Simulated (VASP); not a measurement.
The system is Nb4GaSe8.

```xyz
13
Lattice="0.0000 5.2100 5.2100 5.2100 0.0000 5.2100 5.2100 5.2100 0.0000" Properties=species:S:1:pos:R:3 pbc="T T T"
Nb    4.1357    4.1357    4.1357
Nb    4.1357    6.2843    6.2843
Nb    6.2843    6.2843    4.1357
Nb    6.2843    4.1357    6.2843
Ga    0.0000    0.0000    0.0000
Se    6.6240    6.6240    6.6240
Se    6.6240    3.7960    3.7960
Se    3.7960    3.7960    6.6240
Se    3.7960    6.6240    3.7960
Se    1.4004    1.4004    1.4004
Se    1.4004    3.8096    3.8096
Se    3.8096    3.8096    1.4004
Se    3.8096    1.4004    3.8096
```

| Property | Result |
| --- | --- |
| Program | VASP 6.6.1 |
| Task | relaxation of cell and atoms |
| Functional | PBEsol |
| Potentials or basis | VASP PAW PBE potentials, release 64 (Nb_sv, Ga_d, Se) |
| Cutoff | 500 eV |
| k mesh | 6 × 6 × 6 |
| Occupations | gaussian, width 0.1 eV |
| Spin | no spin polarisation |

At the start: pressure -1.6 GPa; volume 21.76 Å³/atom.

Problem. How do energy, volume and symmetry change on relaxing?

Solution. Over 9 steps the energy falls by 2.2 meV/atom and the volume is 21.42 Å³/atom (-1.6 %); space group F-43m (No. 216, to 0.1 Å) before and after.

Step by step:
| step | energy change (eV) | largest force (eV/Å) | pressure (GPa) | volume (Å³) |
| --- | --- | --- | --- | --- |
| 1 | 0.0000 | 0.2316 | -1.59 | 282.84 |
| 2 | 0.0187 | 0.5250 | 2.35 | 274.09 |
| 3 | -0.0231 | 0.1559 | 0.03 | 279.06 |
| 4 | -0.0279 | 0.0579 | 0.02 | 278.64 |
| 5 | -0.0286 | 0.0554 | 0.01 | 278.41 |
| 6 | -0.0289 | 0.0062 | 0.00 | 278.45 |
| 7 | -0.0289 | 0.0044 | 0.00 | 278.45 |
| 8 | -0.0289 | 0.0041 | 0.00 | 278.45 |
| 9 | -0.0289 | 0.0014 | -0.01 | 278.44 |

Final structure:
```
CELL_PARAMETERS angstrom
0.00000 5.18285 5.18285
5.18285 0.00000 5.18285
5.18285 5.18285 0.00000
ATOMIC_POSITIONS crystal
Nb 0.39702 0.39702 0.39702
Nb 0.80894 0.39702 0.39702
Nb 0.39702 0.39702 0.80894
Nb 0.39702 0.80894 0.39702
Ga 0.00000 0.00000 0.00000
Se 0.63600 0.63600 0.63600
Se 0.09201 0.63600 0.63600
Se 0.63600 0.63600 0.09201
Se 0.63600 0.09201 0.63600
Se 0.13535 0.13535 0.13535
Se 0.59396 0.13535 0.13535
Se 0.13535 0.13535 0.59396
Se 0.13535 0.59396 0.13535
```

Caveat: the PAW data sets were made with another functional, which shifts forces and pressure a little.
